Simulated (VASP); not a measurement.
AlRu (rocksalt type): single point with LDA

AlRu (rocksalt type):

```
Ru Al
1.0
     0.00000    2.10694    2.10694
     2.10694    0.00000    2.10694
     2.10694    2.10694    0.00000
Ru Al
1 1
Direct
  0.00000 0.00000 0.00000
  0.50000 0.50000 0.50000
```

This cell differs from its parent crystal: volume scaled by 0.64, partial waves polarizable.

- Program: VASP 6.6.1
- Task: single point
- Functional: LDA
- Potentials or basis: VASP PAW LDA potentials, release 64 (Ru_pv, Al)
- Cutoff: 520 eV
- k mesh: 14 × 14 × 14
- Occupations: fermi-dirac, width 0.05 eV
- Spin: no spin polarisation

```json
{
 "Pressure": "190.8 GPa"
}
```

Levels at points of the mesh, in eV from the Fermi level:
```
           k point  band 5  band 6  band 7  band 8  band 9  band 10  band 11  band 12  band 13  band 14
(0.00, 0.00, 0.00)   -4.64   -4.64   -4.64   -3.65   -3.65     9.38     9.38     9.38     9.38    12.29
(0.50, 0.00, 0.00)   -5.25   -5.25   -4.98   -0.77   -0.77     3.12     8.11     9.41     9.41    12.29
(0.50, 0.50, 0.00)   -7.53   -3.46   -2.06    0.06    0.06     3.69     3.69     4.37    12.30    14.86
```

Wall time 40 s on 1 thread of Intel Xeon 8259CL, with other jobs on the host, peak memory 0.15 GiB.
